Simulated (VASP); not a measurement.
# YGe2S3 (P6mm) in VASP: a series of runs

YGe2S3 is run at these levels: PBE; tasks: single point, relaxation of cell and atoms.

Everything below comes from runs of VASP 6.6.1. Logs are shortened: lines on timing, memory, paths and dates and some standing lists are left out, and cuts for length are marked.

## Step 1: The cell of the first run

Symmetry: P6mm, No. 183, hexagonal system. Conventional cell: a = 6.357 Å, b = 6.357 Å, c = 4.320 Å, α = 90.00°, β = 90.00°, γ = 120.00°. Y (site symmetry 6mm) has 6 S at 3.18 Å and 12 Ge at 4.03 to 4.53 Å and 2 Y at 4.32 Å within 4.6 Å. Ge (site symmetry 3m) has 3 S at 2.37 Å within 3.1 Å. S (site symmetry 2mm) has 2 Ge at 2.37 Å and 4 S at 3.18 Å and 2 Y at 3.18 Å within 3.2 Å.

The cell was generated, and may not be a known phase.

## Step 2: Single point, PBE

File INCAR:

```
ALGO = Normal
EDIFF = 1E-6
ENCUT = 520
GGA = PE
ISIF = 2
ISMEAR = 0
LASPH = T
LCHARG = F
LREAL = F
LWAVE = F
NBANDS = 38
NELM = 80
PREC = Accurate
SIGMA = 0.1
```

File KPOINTS:

```
k-points
0
Gamma
  3 3 4
```

File POSCAR:

```
YGe2S3
1.0
    6.3565480502     -0.0000000031      0.0000000000
   -3.1782740224      5.5049320934      0.0000000000
    0.0000000000      0.0000000000      4.3195426910
Y Ge S
1 2 3
Direct
    0.0000000000      0.0000000000      0.5511169373
    0.6666666667      0.3333333333      0.9364434901
    0.3333333333      0.6666666667      0.9364434901
    0.5000000000      0.5000000000      0.5898776775
    0.5000000000      0.0000000000      0.5898776775
    0.0000000000      0.5000000000      0.5898776775
```

Potentials or basis: VASP PAW PBE potentials, release 64 (Y_sv, Ge_d, S).

Started as:

```
$ cat potpaw_PBE.64/Y_sv/POTCAR potpaw_PBE.64/Ge_d/POTCAR potpaw_PBE.64/S/POTCAR > POTCAR
$ mpirun -np 1 vasp_std > vasp.out
```

OUTCAR:

```text
EDIFF = 1E-6
   ENCUT = 520
   GGA = PE
   ISIF = 2
   ISMEAR = 0
   LASPH = T
   LREAL = F
   NELM = 80
   PREC = Accurate

 ion  position               nearest neighbor table
   1  0.000  0.000  0.551-   6 3.18   6 3.18   5 3.18   5 3.18   4 3.18   4 3.18
   2  0.667  0.333  0.936-   5 2.37   6 2.37   4 2.37
   3  0.333  0.667  0.936-   5 2.37   6 2.37   4 2.37
   4  0.500  0.500  0.590-   2 2.37   3 2.37   1 3.18   1 3.18
   5  0.500  0.000  0.590-   2 2.37   3 2.37   1 3.18   1 3.18
   6  0.000  0.500  0.590-   2 2.37   3 2.37   1 3.18   1 3.18

  LATTYP: Found a hexagonal cell.
 ALAT       =     6.3565480502
 C/A-ratio  =     0.6795422070

  Lattice vectors:

 A1 = (   6.3565480502,  -0.0000000031,   0.0000000000)
 A2 = (  -3.1782740224,   5.5049320934,   0.0000000000)
 A3 = (   0.0000000000,   0.0000000000,   4.3195426910)

Analysis of symmetry for initial positions (statically):
=====================================================================
 Subroutine PRICEL returns:
 Original cell was already a primitive cell.

 Routine SETGRP: Setting up the symmetry group for a
 hexagonal supercell.

 Subroutine GETGRP returns: Found 12 space group operations
 (whereof 12 operations were pure point group operations)
 out of a pool of 24 trial point group operations.

The static configuration has the point symmetry C_6v.

Analysis of symmetry for dynamics (positions and initial velocities):
=====================================================================
 Subroutine PRICEL returns:
 Original cell was already a primitive cell.

 Routine SETGRP: Setting up the symmetry group for a
 hexagonal supercell.

 Subroutine GETGRP returns: Found 12 space group operations
 (whereof 12 operations were pure point group operations)
 out of a pool of 24 trial point group operations.

The dynamic configuration has the point symmetry C_6v.

 Subroutine INISYM returns: Found 12 space group operations
 (whereof 12 operations are pure point group operations),
 and found     1 'primitive' translations

----------------------------------------------------------------------------------------

                                     Primitive cell

  volume of cell :     151.1510

  direct lattice vectors                    reciprocal lattice vectors
     6.356548050 -0.000000003  0.000000000     0.157318090  0.090827642  0.000000000
    -3.178274022  5.504932093  0.000000000     0.000000000  0.181655284  0.000000000
     0.000000000  0.000000000  4.319542691     0.000000000  0.000000000  0.231505988

  length of vectors
     6.356548050  6.356548050  4.319542691     0.181655284  0.181655284  0.231505988

  position of ions in fractional coordinates (direct lattice)
     0.000000000  0.000000000  0.551116937
     0.666666667  0.333333333  0.936443490
     0.333333333  0.666666667  0.936443490
     0.500000000  0.500000000  0.589877677
     0.500000000  0.000000000  0.589877677
     0.000000000  0.500000000  0.589877677

  ion indices of the primitive-cell ions
   primitive index   ion index
                 1           1
                 2           2
                 3           3
                 4           4
                 5           5
                 6           6

----------------------------------------------------------------------------------------

 KPOINTS: k-points

Automatic generation of k-mesh.
 Grid dimensions read from file:
 generate k-points for:    3    3    4

 Generating k-lattice:

  Cartesian coordinates                     Fractional coordinates (reciprocal lattice)
     0.052439363  0.030275881  0.000000000     0.333333333  0.000000000  0.000000000
     0.000000000  0.060551761  0.000000000     0.000000000  0.333333333  0.000000000
     0.000000000  0.000000000  0.057876497     0.000000000  0.000000000  0.250000000

  Length of vectors
     0.060551761  0.060551761  0.057876497

  Shift w.r.t. Gamma in fractional coordinates (k-lattice)
     0.000000000  0.000000000  0.000000000

 Subroutine IBZKPT returns following result:
 ===========================================

 Found      9 irreducible k-points:

 Following reciprocal coordinates:
            Coordinates               Weight
  0.000000  0.000000  0.000000      1.000000
  0.333333  0.000000  0.000000      6.000000
  0.333333  0.333333  0.000000      2.000000
  0.000000  0.000000  0.250000      2.000000
  0.333333  0.000000  0.250000     12.000000
  0.333333  0.333333  0.250000      4.000000
  0.000000  0.000000  0.500000      1.000000
  0.333333  0.000000  0.500000      6.000000
  0.333333  0.333333  0.500000      2.000000
   k-points           NKPTS =      9   k-points in BZ     NKDIM =      9   number of bands    NBANDS=     38
   number of dos      NEDOS =    301   number of ions     NIONS =      6
   total plane-waves  NPLWV =  73728
   dimension x,y,z NGX =    48 NGY =   48 NGZ =   32
   dimension x,y,z NGXF=    96 NGYF=   96 NGZF=   64
   ions per type =               1   2   3
   NGX,Y,Z   is equivalent  to a cutoff of  12.55, 12.55, 12.32 a.u.
   NGXF,Y,Z  is equivalent  to a cutoff of  25.11, 25.11, 24.63 a.u.
 SYSTEM =  unknown system
   PREC   = accura    normal or accurate (medium, high low for compatibility)
   ISTART =      0    job   : 0-new  1-cont  2-samecut
   ICHARG =      2    charge: 1-file 2-atom 10-const
   ISPIN  =      1    spin polarized calculation?
   LNONCOLLINEAR =      F non collinear calculations
   LSORBIT =      F    spin-orbit coupling
   LASPH  =      T    aspherical Exc in radial PAW
   ENCUT  =  520.0 eV  38.22 Ry    6.18 a.u.  11.82 11.82  8.03*2*pi/ulx,y,z
   NELM   =     80;   NELMIN=  2; NELMDL= -5     # of ELM steps
   EDIFF  = 0.1E-05   stopping-criterion for ELM
   LREAL  =      F    real-space projection
   EDIFFG = 0.1E-04   stopping-criterion for IOM
   NSW    =      0    number of steps for IOM
   IBRION =     -1    ionic relax: 0-MD 1-quasi-New 2-CG
   NFREE  =      0    steps in history (QN), initial steepest desc. (CG)
   ISIF   =      2    stress and relaxation
   ISYM   =      2    0-nonsym 1-usesym 2-fastsym
   POTIM  = 0.5000    time-step for ionic-motion
   TEBEG  =    0.0;   TEEND  =   0.0 temperature during run
   PSTRESS=    0.0 pullay stress
   NELECT =      57.0000    total number of electrons
   NUPDOWN=      -1.0000    fix difference up-down
   EMIN   =  10.00;   EMAX   =-10.00  energy-range for DOS
   EFERMI =   0.00;   METHOD = LEGACY
   ISMEAR =     0;   SIGMA  =   0.10  broadening in eV -4-tet -1-fermi 0-gaus
   EFERMI_NEDOS =   21; number of points for ismear=-14 and -15
   IALGO  =     38    algorithm
   IMIX   =      4    mixing-type and parameters
     AMIX     =   0.40;   BMIX     =  1.00
     AMIX_MAG =   1.60;   BMIX_MAG =  1.00
  volume/ion in A,a.u.               =      25.19       170.00
  Fermi-wavevector in a.u.,A,eV,Ry     =   1.182759  2.235090 19.033432  1.398918
  Thomas-Fermi vector in A             =   2.319006
   LORBIT       =      0    0 simple, 1 ext, 2 COOP (PROOUT), +10 PAW based schemes
   GGA     = PE    functional components
   LHFCALC =     F    Hartree Fock is set to
   AEXX    =    0.0000 exact exchange contribution
   IVDW    =     0    specifies the selected vdW correction
   LEPSILON=     F    determine dielectric tensor
   LRPA    =     F    only Hartree local field effects (RPA)
 non-spin polarized calculation
 Gauss-broadening in eV      SIGMA  =   0.10
  energy-cutoff  :      520.00
  volume of cell :      151.15
 maximum number of plane-waves:      4084
 NGX is ok and might be reduce to    48
   NGX = 23   NGY = 23   NGZ = 17

 number of electron      57.0000003 magnetization

 Free energy of the ion-electron system (eV)
  ---------------------------------------------------
  ext. energy  EPLUGINS =         0.00000000
  ---------------------------------------------------
  free energy    TOTEN  =       -29.89511186 eV

  energy without entropy =      -29.86174412  energy(sigma->0) =      -29.87842799

 E-fermi :   4.0396     XC(G=0):  -9.2408

 val. band max:        4.0346589990   @ k =   0.0000   0.0000   0.5000
 cond. band min:       4.0475406517   @ k =   0.0000   0.0000   0.2500
 fundamental gap:      0.0128816527
 Fermi energy:         4.0396250569

 k-point     1 :       0.0000    0.0000    0.0000
  band No.  band energies     occupation
      1     -40.4730      2.00000
      2     -20.3568      2.00000
      3     -20.3568      2.00000
      4     -20.3292      2.00000
      5     -20.3292      2.00000
      6     -20.3147      2.00000
[... 30 lines left out ...]
     37       6.3334      0.00000
     38       7.7626      0.00000

 k-point     2 :       0.3333    0.0000    0.0000
  band No.  band energies     occupation
      1     -40.4730      2.00000
      2     -20.3574      2.00000
      3     -20.3568      2.00000
      4     -20.3304      2.00000
      5     -20.3275      2.00000
      6     -20.3176      2.00000
[... 30 lines left out ...]
     37       7.6915      0.00000
     38       7.9703      0.00000

 k-point     3 :       0.3333    0.3333    0.0000
  band No.  band energies     occupation
      1     -40.4730      2.00000
      2     -20.3571      2.00000
      3     -20.3571      2.00000
      4     -20.3318      2.00000
      5     -20.3228      2.00000
      6     -20.3228      2.00000
[... 30 lines left out ...]
     37       8.0848      0.00000
     38       8.8305      0.00000

 k-point     4 :       0.0000    0.0000    0.2500
  band No.  band energies     occupation
      1     -40.4723      2.00000
      2     -20.3552      2.00000
      3     -20.3552      2.00000
      4     -20.3293      2.00000
      5     -20.3293      2.00000
      6     -20.3219      2.00000
[... 30 lines left out ...]
     37       7.6014      0.00000
     38       7.6890      0.00000
[... 88 lines left out ...]
      4     -20.3397      2.00000
      5     -20.3294      2.00000
      6     -20.3294      2.00000
[... 30 lines left out ...]
     37       7.3814      0.00000
     38       7.3814      0.00000

 k-point     8 :       0.3333    0.0000    0.5000
  band No.  band energies     occupation
      1     -40.4716      2.00000
      2     -20.3546      2.00000
      3     -20.3545      2.00000
      4     -20.3406      2.00000
      5     -20.3305      2.00000
      6     -20.3269      2.00000
[... 30 lines left out ...]
     37       7.8555      0.00000
     38       8.5781      0.00000

 k-point     9 :       0.3333    0.3333    0.5000
  band No.  band energies     occupation
      1     -40.4716      2.00000
      2     -20.3550      2.00000
      3     -20.3550      2.00000
      4     -20.3418      2.00000
      5     -20.3297      2.00000
      6     -20.3227      2.00000
[... 30 lines left out ...]
     37       7.6294      0.00000
     38       8.8558      0.00000

------------------------ aborting loop because EDIFF is reached ----------------------------------------

  FORCE on cell =-STRESS in cart. coord.  units (eV):
  Direction    XX          YY          ZZ          XY          YZ          ZX
  --------------------------------------------------------------------------------------
  -------------------------------------------------------------------------------------
  Total       -0.0643988     -0.0643988     -0.0505503     -0.0000000      0.0000000      0.0000000
  in kB       -0.6826172     -0.6826172     -0.5358251     -0.0000000      0.0000000      0.0000000
  external PRESSURE =      -0.6336865 kB  Pullay stress =       0.0000000 kB

 VOLUME and BASIS-vectors are now :
 -----------------------------------------------------------------------------
  energy-cutoff  :      520.00
  volume of cell :      151.15
      direct lattice vectors                 reciprocal lattice vectors
     6.356548050 -0.000000003  0.000000000     0.157318090  0.090827642  0.000000000
    -3.178274022  5.504932093  0.000000000     0.000000000  0.181655284  0.000000000
     0.000000000  0.000000000  4.319542691     0.000000000  0.000000000  0.231505988

 POSITION                                       TOTAL-FORCE (eV/Angst)
 -----------------------------------------------------------------------------------
      0.00000      0.00000      2.38057        -0.000000      0.000000     -0.019414
      3.17827      1.83498      4.04501        -0.000000      0.000000     -0.029315
      0.00000      3.66995      4.04501         0.000000     -0.000000     -0.029315
      1.58914      2.75247      2.54800         0.000000      0.000000      0.026015
      3.17827     -0.00000      2.54800        -0.000000      0.000000      0.026015
     -1.58914      2.75247      2.54800        -0.000000     -0.000000      0.026015
 -----------------------------------------------------------------------------------
    total drift:                                0.000000      0.000000     -0.000868

  FREE ENERGIE OF THE ION-ELECTRON SYSTEM (eV)
  ---------------------------------------------------
  free  energy   TOTEN  =       -29.8951118579 eV

  energy  without entropy=      -29.8617441223  energy(sigma->0) =      -29.87842799
```

Run time: 33 s. Hardware: 1 thread of Intel Xeon 6975P-C (Granite Rapids), shared host; peak memory 0.28 GiB.

What came out:

| Quantity | Value |
| --- | --- |
| Free energy | -29.8951 eV |
| Pressure | -0.1 GPa |
| Largest force | 0.029 eV/Å |
| Band gap on the k mesh | zero (an odd number of electrons rules out a gap without spin polarisation) |

Forces in eV/Å, atoms in the order of the input:
```
Y    0.000  0.000 -0.019
Ge   0.000  0.000 -0.029
Ge   0.000  0.000 -0.029
S    0.000  0.000  0.026
S    0.000  0.000  0.026
S    0.000  0.000  0.026
```

Levels at points of the mesh, in eV from the Fermi level:
| k point | band 25 | band 26 | band 27 | band 28 | band 29 | band 30 | band 31 | band 32 | band 33 | band 34 |
| --- | --- | --- | --- | --- | --- | --- | --- | --- | --- | --- |
| (0.00, 0.00, 0.00) | -1.55 | -1.09 | -1.09 | -1.02 | -0.79 | 1.17 | 1.17 | 1.30 | 1.57 | 1.57 |
| (0.00, 0.00, 0.50) | -1.04 | -1.04 | -0.94 | 0.00 | 0.00 | 0.82 | 0.88 | 1.46 | 1.46 | 2.14 |

Caveat: the k points lie up to 0.38 Å⁻¹ apart, too coarse for converged energies and pressures of a metal.

(Part 1 of 2 ends here.)

The gap in the log of VASP goes by the Fermi energy; the results here count the filled bands.